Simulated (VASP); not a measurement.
# P: single point with PBEsol

The system is P.

```
P
1.0
     1.71414    0.98966    3.10867
    -1.71414    0.98966    3.10867
     0.00000   -1.97932    3.10867
P
2
Cartesian
  0.0000 0.0000 7.2083
  0.0000 0.0000 2.1178
```

```
Program             : VASP 6.6.1
Task                : single point
Functional          : PBEsol
Potentials or basis : VASP PAW PBE potentials, release 64 (P)
Cutoff              : 520 eV
k mesh              : 9 × 9 × 9
Occupations         : fermi-dirac, width 0.05 eV
Spin                : no spin polarisation
```

The pressure is 0.0 GPa. The largest force is 0.360 eV/Å and the band gap on the k mesh is zero (band 5 reaches 9.78 eV, above the bottom of band 6 at 9.01 eV).

Forces in eV/Å, atoms in the order of the input:
```
P    0.000  0.000 -0.360
P    0.000  0.000  0.360
```

Stress tensor (GPa, compression positive):
```
 0.80  0.00  0.00
 0.00  0.80  0.00
 0.00  0.00 -1.45
```

Levels at points of the mesh, in eV from the Fermi level:
| k point | band 1 | band 2 | band 3 | band 4 | band 5 | band 6 | band 7 | band 8 | band 9 | band 10 |
| --- | --- | --- | --- | --- | --- | --- | --- | --- | --- | --- |
| (0.00, 0.00, 0.00) | -16.73 | -3.44 | -3.20 | -2.91 | -2.91 | 1.33 | 2.65 | 2.65 | 5.78 | 5.78 |

Run time: 16 s on 1 thread of Intel(R) Xeon(R) 6975P-C (Granite Rapids), with other jobs on the host, peak memory 0.16 GiB.

Caveat: the PAW data sets were made with another functional, which shifts forces and pressure a little.
